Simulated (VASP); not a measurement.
# Cd (P6_3/mmc) in VASP: notebook

Cd is run at these levels: PBE; tasks: single point.

All numbers are computed with VASP 6.6.1; they aren't measurements. Logs are shortened: lines on timing, memory, paths and dates and some standing lists are left out, and cuts for length are marked.

**1. The cell of the first run**

It takes space group P6_3/mmc (No. 194, hexagonal). The conventional cell has a = 2.939 Å, b = 2.939 Å, c = 5.542 Å, α = 90.00°, β = 90.00°, γ = 120.00°. Cd (site symmetry -6m2) has 12 Cd at 2.94 to 3.25 Å within 3.9 Å.

**2. Single point, PBE, collinear spin (20.72 Å³/atom)**

The input, INCAR:

```
SYSTEM = Cd
PREC = Accurate
ENCUT = 520
EDIFF = 1E-6
ISMEAR = -1
SIGMA = 0.15
LREAL = .False.
LASPH = .True.
NELM = 150
ALGO = Normal
ISIF = 2
LWAVE = .False.
LCHARG = .False.
ISPIN = 2
MAGMOM = 0.5 -0.5
LORBIT = 11
GGA = PE
NBANDS = 23
```

The input, KPOINTS:

```
regular mesh
0
Gamma
  10 10 5
  0 0 0
```

The input, POSCAR:

```
Cd
1.0
    2.9386100647      0.0000000000      0.0000000000
   -1.4693050324      2.5449109679      0.0000000000
    0.0000000000      0.0000000000      5.5417265037
Cd
2
Direct
    0.6666666667      0.3333333333      0.7500000000
    0.3333333333      0.6666666667      0.2500000000
```

Potentials or basis: VASP PAW PBE potentials, release 64 (Cd).

Launch:

```console
$ cat potpaw_PBE.64/Cd/POTCAR > POTCAR
$ mpirun -np 1 vasp_std > vasp.out
```

OUTCAR:

```text
SYSTEM = Cd
   PREC = Accurate
   ENCUT = 520
   EDIFF = 1E-6
   ISMEAR = -1
   LREAL = .False.
   LASPH = .True.
   NELM = 150
   ISIF = 2
   ISPIN = 2
   LORBIT = 11
   GGA = PE

 ion  position               nearest neighbor table
   1  0.667  0.333  0.750-   2 3.25   2 3.25   2 3.25   2 3.25   2 3.25   2 3.25
   2  0.333  0.667  0.250-   1 3.25   1 3.25   1 3.25   1 3.25   1 3.25   1 3.25

  LATTYP: Found a hexagonal cell.
 ALAT       =     2.9386100647
 C/A-ratio  =     1.8858325473

  Lattice vectors:

 A1 = (   2.9386100647,   0.0000000000,   0.0000000000)
 A2 = (  -1.4693050324,   2.5449109679,   0.0000000000)
 A3 = (   0.0000000000,   0.0000000000,   5.5417265037)

Analysis of symmetry for initial positions (statically):
=====================================================================
 Subroutine PRICEL returns:
 Original cell was already a primitive cell.

 Routine SETGRP: Setting up the symmetry group for a
 hexagonal supercell.

 Subroutine GETGRP returns: Found 24 space group operations
 (whereof 12 operations were pure point group operations)
 out of a pool of 24 trial point group operations.

The static configuration has the point symmetry D_3d.
 The point group associated with its full space group is D_6h.

Analysis of symmetry for dynamics (positions and initial velocities):
=====================================================================
 Subroutine PRICEL returns:
 Original cell was already a primitive cell.

 Routine SETGRP: Setting up the symmetry group for a
 hexagonal supercell.

 Subroutine GETGRP returns: Found 24 space group operations
 (whereof 12 operations were pure point group operations)
 out of a pool of 24 trial point group operations.

The dynamic configuration has the point symmetry D_3d.
 The point group associated with its full space group is D_6h.

Analysis of structural, dynamic, and magnetic symmetry:
=====================================================================
 Subroutine PRICEL returns:
 Original cell was already a primitive cell.

 Routine SETGRP: Setting up the symmetry group for a
 hexagonal supercell.

 Subroutine GETGRP returns: Found 24 space group operations
 (whereof 12 operations were pure point group operations)
 out of a pool of 24 trial point group operations.

The overall configuration has the point symmetry D_3d.
 The point group associated with its full space group is D_6h.

 Subroutine INISYM returns: Found 24 space group operations
 (whereof 12 operations are pure point group operations),
 and found     1 'primitive' translations

----------------------------------------------------------------------------------------

                                     Primitive cell

  volume of cell :      41.4438

  direct lattice vectors                    reciprocal lattice vectors
     2.938610065  0.000000000  0.000000000     0.340296936  0.196470527  0.000000000
    -1.469305032  2.544910968  0.000000000     0.000000000  0.392941055  0.000000000
     0.000000000  0.000000000  5.541726504     0.000000000  0.000000000  0.180449179

  length of vectors
     2.938610065  2.938610065  5.541726504     0.392941055  0.392941055  0.180449179

  position of ions in fractional coordinates (direct lattice)
     0.666666667  0.333333333  0.750000000
     0.333333333  0.666666667  0.250000000

  ion indices of the primitive-cell ions
   primitive index   ion index
                 1           1
                 2           2

----------------------------------------------------------------------------------------

 KPOINTS: regular mesh

Automatic generation of k-mesh.
 Grid dimensions read from file:
 generate k-points for:   10   10    5

 Generating k-lattice:

  Cartesian coordinates                     Fractional coordinates (reciprocal lattice)
     0.034029694  0.019647053  0.000000000     0.100000000  0.000000000  0.000000000
     0.000000000  0.039294105  0.000000000     0.000000000  0.100000000  0.000000000
     0.000000000  0.000000000  0.036089836     0.000000000  0.000000000  0.200000000

  Length of vectors
     0.039294105  0.039294105  0.036089836

  Shift w.r.t. Gamma in fractional coordinates (k-lattice)
     0.000000000  0.000000000  0.000000000

 Subroutine IBZKPT returns following result:
 ===========================================

 Found     42 irreducible k-points:

 Following reciprocal coordinates:
            Coordinates               Weight
  0.000000  0.000000  0.000000      1.000000
  0.100000  0.000000  0.000000      6.000000
  0.200000  0.000000  0.000000      6.000000
  0.300000  0.000000  0.000000      6.000000
  0.400000  0.000000  0.000000      6.000000
  0.500000  0.000000  0.000000      3.000000
[... 16 lines left out ...]
  0.300000  0.100000  0.200000     24.000000
  0.400000  0.100000  0.200000     24.000000
 [... further k-points ...]
   k-points           NKPTS =     42   k-points in BZ     NKDIM =     42   number of bands    NBANDS=     23
   number of dos      NEDOS =    301   number of ions     NIONS =      2
   total plane-waves  NPLWV =  24192
   dimension x,y,z NGX =    24 NGY =   24 NGZ =   42
   dimension x,y,z NGXF=    48 NGYF=   48 NGZF=   84
   ions per type =               2
   NGX,Y,Z   is equivalent  to a cutoff of  13.58, 13.58, 12.60 a.u.
   NGXF,Y,Z  is equivalent  to a cutoff of  27.16, 27.16, 25.20 a.u.
 SYSTEM =  Cd
   PREC   = accura    normal or accurate (medium, high low for compatibility)
   ISTART =      0    job   : 0-new  1-cont  2-samecut
   ICHARG =      2    charge: 1-file 2-atom 10-const
   ISPIN  =      2    spin polarized calculation?
   LNONCOLLINEAR =      F non collinear calculations
   LSORBIT =      F    spin-orbit coupling
   LASPH  =      T    aspherical Exc in radial PAW
   ENCUT  =  520.0 eV  38.22 Ry    6.18 a.u.   5.46  5.46 10.30*2*pi/ulx,y,z
   NELM   =    150;   NELMIN=  2; NELMDL= -5     # of ELM steps
   EDIFF  = 0.1E-05   stopping-criterion for ELM
   LREAL  =      F    real-space projection
   EDIFFG = 0.1E-04   stopping-criterion for IOM
   NSW    =      0    number of steps for IOM
   IBRION =     -1    ionic relax: 0-MD 1-quasi-New 2-CG
   NFREE  =      0    steps in history (QN), initial steepest desc. (CG)
   ISIF   =      2    stress and relaxation
   ISYM   =      2    0-nonsym 1-usesym 2-fastsym
   POTIM  = 0.5000    time-step for ionic-motion
   TEBEG  =    0.0;   TEEND  =   0.0 temperature during run
   PSTRESS=    0.0 pullay stress
   NELECT =      24.0000    total number of electrons
   NUPDOWN=      -1.0000    fix difference up-down
   EMIN   =  10.00;   EMAX   =-10.00  energy-range for DOS
   EFERMI =   0.00;   METHOD = LEGACY
   ISMEAR =    -1;   SIGMA  =   0.15  broadening in eV -4-tet -1-fermi 0-gaus
   EFERMI_NEDOS =   21; number of points for ismear=-14 and -15
   IALGO  =     38    algorithm
   IMIX   =      4    mixing-type and parameters
     AMIX     =   0.40;   BMIX     =  1.00
     AMIX_MAG =   1.60;   BMIX_MAG =  1.00
  volume/ion in A,a.u.               =      20.72       139.84
  Fermi-wavevector in a.u.,A,eV,Ry     =   1.364558  2.578641 25.334304  1.862019
  Thomas-Fermi vector in A             =   2.490863
   LORBIT       =     11    0 simple, 1 ext, 2 COOP (PROOUT), +10 PAW based schemes
   GGA     = PE    functional components
   LHFCALC =     F    Hartree Fock is set to
   AEXX    =    0.0000 exact exchange contribution
   IVDW    =     0    specifies the selected vdW correction
   LEPSILON=     F    determine dielectric tensor
   LRPA    =     F    only Hartree local field effects (RPA)
 spin polarized calculation
  energy-cutoff  :      520.00
  volume of cell :       41.44
 maximum number of plane-waves:      1149
 NGX is ok and might be reduce to    24
   NGX = 11   NGY = 11   NGZ = 21

 number of electron      24.0000013 magnetization      -0.0000000

 number of electron      24.0000013 magnetization       0.0000000

 Free energy of the ion-electron system (eV)
  ---------------------------------------------------
  ext. energy  EPLUGINS =         0.00000000
  ---------------------------------------------------
  free energy    TOTEN  =        -1.44365481 eV

  energy without entropy =       -1.41328286  energy(sigma->0) =       -1.42846884

 E-fermi :   3.2241     XC(G=0): -11.2512

 val. band max:        3.1132490403   @ k =   0.3000   0.0000   0.0000
 cond. band min:       3.2309193581   @ k =   0.4000   0.0000   0.0000
 fundamental gap:      0.1176703177
 Fermi energy:         3.2241488015

 spin component 1

 k-point     1 :       0.0000    0.0000    0.0000
  band No.  band energies     occupation
      1      -6.7985      1.00000
      2      -6.5108      1.00000
      3      -6.0931      1.00000
      4      -6.0931      1.00000
      5      -6.0368      1.00000
      6      -6.0368      1.00000
[... 15 lines left out ...]
     22      22.9119      0.00000
     23      23.3646      0.00000

 k-point     2 :       0.1000    0.0000    0.0000
  band No.  band energies     occupation
      1      -6.6920      1.00000
      2      -6.4081      1.00000
      3      -6.1342      1.00000
      4      -6.0732      1.00000
      5      -5.9942      1.00000
      6      -5.9415      1.00000
[... 15 lines left out ...]
     22      21.3397      0.00000
     23      21.6110      0.00000

 k-point     3 :       0.2000    0.0000    0.0000
  band No.  band energies     occupation
      1      -6.5851      1.00000
      2      -6.3223      1.00000
      3      -6.1979      1.00000
      4      -5.9768      1.00000
      5      -5.8898      1.00000
      6      -5.7269      1.00000
[... 15 lines left out ...]
     22      20.0872      0.00000
     23      21.4087      0.00000
[... 495 lines left out ...]
 k-point    23 :       0.3000    0.1000    0.2000
  band No.  band energies     occupation
      1      -6.6811      1.00000
      2      -6.5242      1.00000
      3      -6.3657      1.00000
      4      -6.1143      1.00000
      5      -5.8398      1.00000
      6      -5.7154      1.00000
[... 15 lines left out ...]
     22      21.6522      0.00000
     23      22.4844      0.00000

 k-point    24 :       0.4000    0.1000    0.2000
  band No.  band energies     occupation
      1      -6.7906      1.00000
      2      -6.6479      1.00000
      3      -6.4915      1.00000
      4      -6.1677      1.00000
      5      -5.8527      1.00000
      6      -5.6080      1.00000
[... 15 lines left out ...]
     22      19.7638      0.00000
     23      22.2996      0.00000

 [... further k-points ...]

 spin component 2

 k-point     1 :       0.0000    0.0000    0.0000
  band No.  band energies     occupation
      1      -6.7985      1.00000
      2      -6.5108      1.00000
      3      -6.0931      1.00000
      4      -6.0931      1.00000
      5      -6.0368      1.00000
      6      -6.0368      1.00000
[... 15 lines left out ...]
     22      22.9119      0.00000
     23      23.3646      0.00000

 k-point     2 :       0.1000    0.0000    0.0000
  band No.  band energies     occupation
      1      -6.6920      1.00000
      2      -6.4081      1.00000
      3      -6.1342      1.00000
      4      -6.0732      1.00000
      5      -5.9942      1.00000
      6      -5.9415      1.00000
[... 15 lines left out ...]
     22      21.3397      0.00000
     23      21.6110      0.00000

 k-point     3 :       0.2000    0.0000    0.0000
  band No.  band energies     occupation
      1      -6.5851      1.00000
      2      -6.3223      1.00000
      3      -6.1979      1.00000
      4      -5.9768      1.00000
      5      -5.8898      1.00000
      6      -5.7269      1.00000
[... 15 lines left out ...]
     22      20.0872      0.00000
     23      21.4087      0.00000
[... 495 lines left out ...]
 k-point    23 :       0.3000    0.1000    0.2000
  band No.  band energies     occupation
      1      -6.6811      1.00000
      2      -6.5242      1.00000
      3      -6.3657      1.00000
      4      -6.1143      1.00000
      5      -5.8398      1.00000
      6      -5.7154      1.00000
[... 15 lines left out ...]
     22      21.6522      0.00000
     23      22.4844      0.00000

 k-point    24 :       0.4000    0.1000    0.2000
  band No.  band energies     occupation
      1      -6.7906      1.00000
      2      -6.6479      1.00000
      3      -6.4915      1.00000
      4      -6.1677      1.00000
      5      -5.8527      1.00000
      6      -5.6080      1.00000
[... 15 lines left out ...]
     22      19.7638      0.00000
     23      22.2996      0.00000

 [... further k-points ...]

------------------------ aborting loop because EDIFF is reached ----------------------------------------

  FORCE on cell =-STRESS in cart. coord.  units (eV):
  Direction    XX          YY          ZZ          XY          YZ          ZX
  --------------------------------------------------------------------------------------
  -------------------------------------------------------------------------------------
  Total        1.8543224      1.8543224      1.0893719     -0.0000000      0.0000000      0.0000000
  in kB       71.6863026     71.6863026     42.1140584     -0.0000000      0.0000000      0.0000000
  external PRESSURE =      61.8288879 kB  Pullay stress =       0.0000000 kB

 VOLUME and BASIS-vectors are now :
 -----------------------------------------------------------------------------
  energy-cutoff  :      520.00
  volume of cell :       41.44
      direct lattice vectors                 reciprocal lattice vectors
     2.938610065  0.000000000  0.000000000     0.340296936  0.196470527  0.000000000
    -1.469305032  2.544910968  0.000000000     0.000000000  0.392941055  0.000000000
     0.000000000  0.000000000  5.541726504     0.000000000  0.000000000  0.180449179

 POSITION                                       TOTAL-FORCE (eV/Angst)
 -----------------------------------------------------------------------------------
      1.46931      0.84830      4.15629        -0.000000      0.000000      0.000000
     -0.00000      1.69661      1.38543         0.000000     -0.000000      0.000000
 -----------------------------------------------------------------------------------
    total drift:                               -0.000000      0.000000     -0.000000

  FREE ENERGIE OF THE ION-ELECTRON SYSTEM (eV)
  ---------------------------------------------------
  free  energy   TOTEN  =        -1.4436548135 eV

  energy  without entropy=       -1.4132828605  energy(sigma->0) =       -1.42846884

 total charge

# of ion       s       p       d       tot
------------------------------------------
    1        0.527   0.334   9.483  10.345
    2        0.527   0.334   9.483  10.345
--------------------------------------------------
tot          1.055   0.668  18.967  20.689

 magnetization (x)

# of ion       s       p       d       tot
------------------------------------------
    1        0.000   0.000   0.000   0.000
    2       -0.000  -0.000  -0.000  -0.000
--------------------------------------------------
tot          0.000   0.000   0.000   0.000
```

It took 80 s on 1 thread of AMD EPYC 7R43 (Zen 3), shared host; peak memory 0.17 GiB.

Results:

| Quantity | Value |
| --- | --- |
| Free energy | -1.4437 eV |
| Pressure | 6.2 GPa |
| Band gap on the k mesh | zero (filled and empty bands overlap) |
| Net moment | 0.00 μB per cell |
| Valence electrons inside the program's atomic spheres | Cd 10.35 |

Levels at points of the mesh, in eV from the Fermi level:
Spin up:
```csv
k point,band 10,band 11,band 12,band 13,band 14,band 15
"(0.00, 0.00, 0.00)",-8.48,-8.48,-3.18,-2.94,10.86,14.69
"(0.50, 0.00, 0.00)",-8.16,-2.40,-1.80,2.13,3.12,3.48
```
Spin down:
| k point | band 8 | band 9 | band 10 | band 11 | band 12 | band 13 | band 14 | band 15 | band 16 | band 17 |
| --- | --- | --- | --- | --- | --- | --- | --- | --- | --- | --- |
| (0.00, 0.00, 0.00) | -8.75 | -8.75 | -8.48 | -8.48 | -3.18 | -2.94 | 10.86 | 14.69 | 15.36 | 15.40 |
| (0.50, 0.00, 0.00) | -8.51 | -8.19 | -8.16 | -2.40 | -1.80 | 2.13 | 3.12 | 3.48 | 5.42 | 8.65 |

Caveat: the cell stands under pressure.

(Continued in part 2 of 3.)
